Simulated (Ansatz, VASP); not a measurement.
# One calculation of SnO, two programs

INCAR

```
ALGO = Normal ; EDIFF = 1E-6
ENCUT = 910 ; GGA = PE
GGA_COMPAT = F ; ISIF = 2
ISMEAR = 0 ; LASPH = T
LCHARG = F ; LREAL = F
LWAVE = F ; NBANDS = 50
NELM = 120 ; PREC = Accurate
SIGMA = 0.1
```

KPOINTS

```
k-points
0
Gamma
  6 6 2
```

The input POSCAR:

```
SnO
1.0
    2.7369120000     -2.7377960000      0.0000000000
    2.7369120000      2.7377960000      0.0000000000
    0.0000000000      0.0000000000     10.2219600000
Sn O
4 4
Direct
    0.7365470000      0.2634530000      0.8638580000
    0.2634530000      0.7365470000      0.1361420000
    0.7634530000      0.2365470000      0.3638580000
    0.2365470000      0.7634530000      0.6361420000
    0.2619440000      0.2380560000      0.2500000000
    0.7380560000      0.7619440000      0.7500000000
    0.2380560000      0.2619440000      0.7500000000
    0.7619440000      0.7380560000      0.2500000000
```

Input for Ansatz:

```yaml
crystal:
  lattice:
    - [2.736912, -2.737796, 0.0]
    - [2.736912, 2.737796, 0.0]
    - [0.0, 0.0, 10.22196]
  atoms:
    - { symbol: Sn, position: [0.736547, 0.263453, 0.863858] }
    - { symbol: Sn, position: [0.263453, 0.736547, 0.136142] }
    - { symbol: Sn, position: [0.763453, 0.236547, 0.363858] }
    - { symbol: Sn, position: [0.236547, 0.763453, 0.636142] }
    - { symbol: O, position: [0.261944, 0.238056, 0.25] }
    - { symbol: O, position: [0.738056, 0.761944, 0.75] }
    - { symbol: O, position: [0.238056, 0.261944, 0.75] }
    - { symbol: O, position: [0.761944, 0.738056, 0.25] }
basis:
  ecutwfc: 420
kpoints:
  mp_grid: { grid: [6, 6, 2] }
hamiltonian:
  xc: pbe
scf:
  occupations: { method: gaussian, width: 0.1 }
  lower_state_search: "off"
output:
  forces: true
  stress: true
  eigenvalues: true
```

Alike in both runs: task single point; functional PBE; k mesh 6 × 6 × 2; occupations gaussian, width 0.1 eV; no spin polarisation.

|  | VASP | Ansatz |
| --- | --- | --- |
| version | VASP 6.6.1 | Ansatz 0.2.0 |
| potentials or method | VASP PAW PBE potentials, release 64 (Sn_d, O_h), cutoff 910 eV | scalar-relativistic, plane waves, PAW |
| valence electrons in the cell | 80 | 80 |

VASP gave:

```
gap on the k mesh at the Fermi level (eV) : 0.54
least direct gap on the mesh (eV)         : 1.75
rms of the force components (eV/Å)        : 0.021
```

**Question.** Estimate Ansatz's values.

**Answer.** gap on the k mesh at the Fermi level (eV): 0.53; least direct gap on the mesh (eV): 1.79; rms of the force components (eV/Å): 0.039.

Atom by atom the forces differ by 0.028 eV/Å (rms over components).

Noted on VASP's run: the cutoff is short for stress, so the pressure is rough.
